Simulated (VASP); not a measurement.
A run of VASP 6.6.1 is set up as follows.

File INCAR:

```
SYSTEM = LiAl5
PREC = Accurate
ENCUT = 520
EDIFF = 1E-7
ISMEAR = 0
SIGMA = 0.1
LREAL = .FALSE.
LASPH = .TRUE.
NELM = 60
ALGO = Fast
ISIF = 2
LWAVE = .FALSE.
LCHARG = .FALSE.
GGA = PE
NBANDS = 18
```

The input KPOINTS:

```
regular mesh
0
G
  12 12 4
  0 0 0
```

File POSCAR:

```
LiAl5
1.0
    2.7923935460      0.0000000000      0.0000000000
    0.0000000000      2.7923935460      0.0000000000
    0.0000000000      0.0000000000     11.6504334395
Li Al
1 5
Direct
    0.0000000000      0.0000000000      0.0000000000
    0.5000000000      0.5000000000      0.8352505909
    0.0000000000      0.0000000000      0.6678327518
    0.5000000000      0.5000000000      0.5000000000
    0.0000000000      0.0000000000      0.3321672482
    0.5000000000      0.5000000000      0.1647494091
```

Potentials or basis: VASP PAW PBE potentials, release 64 (Li_sv, Al).

Run with:

```console
$ cat potpaw_PBE.64/Li_sv/POTCAR potpaw_PBE.64/Al/POTCAR > POTCAR
$ mpirun -np 1 vasp_std > vasp.out
```

Q: Estimate the largest force.

A: 0.006 eV/Å.

Q: Predict the band gap on the k mesh.

A: Zero (band 9 reaches 13.15 eV, above the bottom of band 10 at 5.72 eV).

Forces on the atoms (eV/Å):
```
Li   0.000  0.000  0.000
Al   0.000  0.000 -0.006
Al   0.000  0.000  0.003
Al   0.000  0.000  0.000
Al   0.000  0.000 -0.003
Al   0.000  0.000  0.006
```
